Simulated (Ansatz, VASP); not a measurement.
Two plane-wave programs on C

```
C
1.0
     2.51292    0.00000    0.00000
     0.00000    2.51292    0.00000
     0.00000    0.00000   25.66143
C
13
Direct
  0.00000 0.00000 0.29227
  0.50000 0.00000 0.32689
  0.50000 0.50000 0.36151
  0.00000 0.50000 0.39613
  0.00000 0.00000 0.43076
  0.50000 0.00000 0.46538
  0.50000 0.50000 0.50000
  0.00000 0.50000 0.53462
  0.00000 0.00000 0.56924
  0.50000 0.00000 0.60387
  0.50000 0.50000 0.63849
  0.00000 0.50000 0.67311
  0.00000 0.00000 0.70773
```

Alike in both runs: task single point; functional PBEsol; k mesh 11 × 11 × 1; occupations gaussian, width 0.05 eV; no spin polarisation.

|  | VASP | Ansatz |
| --- | --- | --- |
| version | VASP 6.6.1 | Ansatz 0.2.0 |
| potentials or method | VASP PAW PBE potentials, release 64 (C), cutoff 520 eV | scalar-relativistic, plane waves, PAW |
| valence electrons in the cell | 52 | 52 |

|  | VASP | Ansatz | Ansatz less VASP |
| --- | --- | --- | --- |
| gap on the k mesh at the Fermi level (eV) | none | none | - |
| rms of the force components (eV/Å) | 0.752 | 0.759 | +0.0077 |
| work function, face that differs most (eV) | 7.54 | 7.54 | +0.002 |

VASP's potentials were made for PBE, not for PBEsol. Atom by atom the forces differ by 0.012 eV/Å (rms over components). A gap of «none» marks a metal or a gap that the smearing closes.
